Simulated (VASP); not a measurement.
Write the native input for VASP 6.6.1 that does the following.

```
Task                   : single point
Functional             : PBE
Potentials or basis    : VASP PAW PBE potentials, release 64 (Mg, Cd, Te)
Cutoff                 : 520 eV
k mesh                 : 3 × 3 × 4
Occupations            : gaussian, width 0.1 eV
Spin                   : no spin polarisation
Dipole correction      : no
Further INCAR settings : ALGO = Normal; EDIFF = 1e-06; NBANDS = 24
```

The structure of MgCdTe3 lies in POSCAR:

```
MgCdTe3
1.0
    6.0807551000      0.0000000000      0.0000000000
   -3.0403775500      5.2660883900      0.0000000000
    0.0000000000      0.0000000000      5.5339968100
Mg Cd Te
1 1 3
Direct
    0.0000000000      0.0000000000      0.5000000000
    0.0000000000      0.0000000000      0.0000000000
    0.5000000000      0.0000000000      0.0000000000
    0.0000000000      0.5000000000      0.0000000000
    0.5000000000      0.5000000000      0.0000000000
```

The cell was generated, and may not be a known phase.

The input as run:

INCAR

```
  ALGO = Normal
  EDIFF = 1E-6
  ENCUT = 520
  GGA = PE
  ISIF = 2
  ISMEAR = 0
  LASPH = True
  LCHARG = True
  LELF = True
  LREAL = False
  LVHAR = True
  LWAVE = False
  NBANDS = 24
  NELM = 100
  PREC = Accurate
  SIGMA = 0.1
```

KPOINTS

```
k-points
0
Gamma
  3 3 4
```

Potentials or basis: VASP PAW PBE potentials, release 64 (Mg, Cd, Te).

Command:

```console
$ cat potpaw_PBE.64/Mg/POTCAR potpaw_PBE.64/Cd/POTCAR potpaw_PBE.64/Te/POTCAR > POTCAR
$ mpirun -np 1 vasp_std > vasp.out
```

Results of the run:

The pressure is 6.6 GPa and the band gap on the k mesh is zero (bands 16 and 17 overlap by 0.72 eV).

Caveat: the k points lie up to 0.40 Å⁻¹ apart, too coarse for converged energies and pressures of a metal; semilocal functionals underestimate gaps, and a narrow one can read as zero; spin-orbit coupling is left out, which moves the levels of the heavy elements.

Wall time 69 s on 1 thread of Intel Xeon 8259CL (shared host), peak memory 0.32 GiB.
